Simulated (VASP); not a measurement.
# AlN: phonons with r2SCAN

Crystal: AlN.

```
Al N
1.0
     2.18490    2.18490    0.00000
    -2.18490    2.18490    0.00000
     0.00000    2.18490    2.18490
Al N
1 1
Direct
  0.00000 0.00000 0.00000
  0.25000 0.75000 0.50000
```

```json
{
  "Program": "VASP 6.6.1",
  "Task": "phonons",
  "Functional": "r2SCAN",
  "Potentials or basis": "VASP PAW PBE potentials, release 64 (Al, N)",
  "Cutoff": "520 eV",
  "k mesh": "10 × 10 × 10",
  "Occupations": "gaussian, width 0.01 eV",
  "Spin": "no spin polarisation",
  "Dipole correction": "no",
  "Further INCAR settings": "ALGO = Normal; EDIFF = 1e-08; NBANDS = 11; IBRION = 6; POTIM = 0.015; NSW = 1"
}
```

```
Highest phonon frequency at Γ, LO-TO splitting left out : 666 cm⁻¹
```

Phonon frequencies in cm⁻¹ (negative: imaginary):
```csv
q point,frequencies
"(0.000, 0.000, 0.000)",-3 -3 -3 666 666 666
```

Wall time 4.1 min on 1 thread of Intel(R) Xeon(R) 6975P-C (Granite Rapids) (shared host), peak memory 0.18 GiB.
